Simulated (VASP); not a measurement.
Wanted: the native input for a VASP 6.6.1 run.

```yaml
Task: relaxation of shape and atoms at fixed volume
Functional: PBE
Potentials_or_basis: VASP PAW PBE potentials, release 64 (Na_pv, Cu, P)
Cutoff: 600 eV
k_mesh: 12 × 12 × 4
Occupations: gaussian, width 0.1 eV
Spin: no spin polarisation
Dipole_correction: no
Further_INCAR_settings: ALGO = Normal; EDIFF = 1e-07; IBRION = 2; EDIFFG = -0.01; NSW = 50; ISIF = 4
```

The structure of NaCuP lies in POSCAR:

```
NaCuP
1.0
    3.8288841495      0.0000000286      0.0000000000
   -1.9144420995      3.3159109273      0.0000000000
    0.0000000000      0.0000000000      8.7878034425
Na Cu P
2 2 2
Direct
    0.0000000000      0.0000000000      0.5000000000
    0.0000000000      0.0000000000      0.0000000000
    0.6666666667      0.3333333333      0.2500000000
    0.3333333333      0.6666666667      0.7500000000
    0.6666666667      0.3333333333      0.7500000000
    0.3333333333      0.6666666667      0.2500000000
```

The input as run:

INCAR

```
  ALGO = Normal
  EDIFF = 1E-7
  EDIFFG = -0.01
  ENCUT = 600
  GGA = PE
  IBRION = 2
  ISIF = 4
  ISMEAR = 0
  LASPH = T
  LCHARG = F
  LREAL = F
  LWAVE = F
  NELM = 60
  NSW = 50
  PREC = Accurate
  SIGMA = 0.1
```

KPOINTS

```
k-points
0
Gamma
  12 12 4
```

Potentials or basis: VASP PAW PBE potentials, release 64 (Na_pv, Cu, P).

The run is started by

```sh
$ cat potpaw_PBE.64/Na_pv/POTCAR potpaw_PBE.64/Cu/POTCAR potpaw_PBE.64/P/POTCAR > POTCAR
$ mpirun -np 1 vasp_std > vasp.out
```

It gave:

The energy gained by relaxing is 1.5 meV/atom, the ionic steps are 3 and the pressure after relaxing is 1.4 GPa. The band gap on the k mesh is zero (bands 23 and 24 overlap by 2.43 eV).

Wall time 8.2 min on 1 thread of Intel(R) Xeon(R) Platinum 8259CL CPU @ 2.50GHz (Skylake/Cascade Lake), with other jobs on the host, peak memory 0.37 GiB.
